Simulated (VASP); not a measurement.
Runs of VASP 6.6.1 on Mo. The structure is that of space group Fd-3m (No. 227), or close to it. The cells are those of the table. 

```tsv
cell	gap on the mesh (eV)	pressure (GPa)
a = 3.917 Å, angles 60.0°, 2 atoms	none	10.6
a = 4.024 Å, angles 60.0°, 2 atoms	none	0.4
a = 3.966 Å, angles 60.0°, 2 atoms	none	(a)
a = 3.838 Å, angles 60.0°, 2 atoms	none	20.9
```

Alike in all rows: task single point; level PBE; potentials or basis VASP PAW PBE potentials, release 64 (Mo_sv); no spin polarisation; k mesh 14 × 14 × 14; cutoff (eV) 520; smearing fermi-dirac 0.1 eV.

Question: Estimate the missing entries.

Answer: (a) 5.5.

A k mesh can miss the band edges, and the runs leave out spin-orbit coupling on Mo.

A gap of «none» marks levels without a gap at the run's occupations.
